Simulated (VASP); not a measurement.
CdF2: relaxation of cell and atoms with PBE+D4

CdF2:

```
CELL_PARAMETERS angstrom
0.00000 2.69400 2.69400
2.69400 0.00000 2.69400
2.69400 2.69400 0.00000
ATOMIC_POSITIONS crystal
Cd 0.00000 0.00000 0.00000
F 0.75000 0.75000 0.75000
F 0.25000 0.25000 0.25000
```

```
Program                : VASP 6.6.1
Task                   : relaxation of cell and atoms
Functional             : PBE
Dispersion             : D4
Potentials or basis    : VASP PAW PBE potentials, release 64 (Cd, F)
Cutoff                 : 600 eV
k mesh                 : 9 × 9 × 9
Occupations            : fermi-dirac, width 0.05 eV
Spin                   : no spin polarisation
Dipole correction      : no
Further INCAR settings : ALGO = Normal; EDIFF = 1e-07; IBRION = 2; EDIFFG = -0.01; NSW = 60; ISIF = 3
```

```
Relaxed volume                         : 13.52 Å³/atom
Relaxed cell                           : a = 3.857 Å, b = 3.857 Å, c = 3.857 Å, α = 60.00°, β = 60.00°, γ = 60.00°
Space group after relaxing (to 0.05 Å) : Fm-3m (No. 225)
Energy gained by relaxing              : 5.8 meV/atom
Ionic steps                            : 3
Pressure after relaxing                : 0.0 GPa
Band gap on the k mesh                 : 2.97 eV, indirect (least direct gap 3.48 eV)
Dispersion energy per atom             : -0.170 eV
```

The path:
```
step  energy change (eV)  largest force (eV/Å)  pressure (GPa)  volume (Å³)
   1              0.0000                0.0000            3.95        39.10
   2             -0.0162                0.0000           -0.92        40.95
   3             -0.0174                0.0000            0.01        40.56
```

Final structure:
```
Cd F
1.0
     0.00000    2.72703    2.72703
     2.72703    0.00000    2.72703
     2.72703    2.72703    0.00000
Cd F
1 2
Direct
  0.00000 0.00000 0.00000
  0.75000 0.75000 0.75000
  0.25000 0.25000 0.25000
```

Levels at points of the mesh, in eV from the valence-band top:
```tsv
k point	band 10	band 11	band 12	band 13	band 14	band 15	band 16	band 17
(0.00, 0.00, 0.00)	-0.85	-0.51	-0.51	-0.51	2.97	12.56	12.56	12.56
```

Run time: 48 s on 1 thread of Intel(R) Xeon(R) Platinum 8375C CPU @ 2.90GHz (Ice Lake) (shared host), peak memory 0.19 GiB.

A k mesh can miss the band edges. PBE gaps usually lie below the measured ones, often by a third to a half.
